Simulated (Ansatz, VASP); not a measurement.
**PbS in VASP and in Ansatz**

Contents of INCAR:

```
ALGO = Normal
EDIFF = 1E-6
ENCUT = 520
GGA = PS
ISIF = 2
ISMEAR = -1
LASPH = T
LCHARG = F
LREAL = F
LWAVE = F
NBANDS = 17
NELM = 100
PREC = Accurate
SIGMA = 0.05
```

KPOINTS

```
k-points
0
Gamma
  8 8 8
```

File POSCAR:

```
PbS
1.0
    2.1540969647      1.2436684624      3.5196180723
   -2.1540969647      1.2436684624      3.5196180723
    0.0000000000     -2.4873369248      3.5196180723
Pb S
1 1
Direct
    0.9805657800      0.9805657800      0.9805657800
    0.4750355500      0.4750355500      0.4750355500
```

File input.yaml:

```yaml
crystal:
  lattice:
    - [2.1540969647, 1.2436684624, 3.5196180723]
    - [-2.1540969647, 1.2436684624, 3.5196180723]
    - [0.0, -2.4873369248, 3.5196180723]
  atoms:
    - { symbol: Pb, position: [0.98056578, 0.98056578, 0.98056578] }
    - { symbol: S, position: [0.47503555, 0.47503555, 0.47503555] }
hamiltonian:
  xc: pbesol
  pseudopotentials: { kind: paw }
kpoints:
  mp_grid: { grid: [8, 8, 8] }
scf:
  occupations: { method: fermi_dirac, width: 0.05 }
output:
  forces: true
  stress: true
  eigenvalues: true
```

Alike in both runs: task single point; functional PBEsol; k mesh 8 × 8 × 8; occupations fermi-dirac, width 0.05 eV; no spin polarisation.

```csv
,VASP,Ansatz
version,VASP 6.6.1,Ansatz 0.2.0
potentials or method,"VASP PAW PBE potentials, release 64 (Pb_d, S)",Ansatz PAW
plane-wave cutoff (eV),520,420
valence electrons in the cell,20,20
```

Ansatz gave:

```
gap on the k mesh at the Fermi level (eV) : 0.53
least direct gap on the mesh (eV)         : 0.53
pressure (GPa)                            : -4.6
rms of the force components (eV/Å)        : 0.013
```

Estimate VASP's values.

gap on the k mesh at the Fermi level (eV): 0.53; least direct gap on the mesh (eV): 0.53; pressure (GPa): -4.7; rms of the force components (eV/Å): 0.012.

VASP's potentials were made for PBE, not for PBEsol. Atom by atom the forces differ by 0.000 eV/Å (rms over components).

Neither program's run includes spin-orbit coupling.
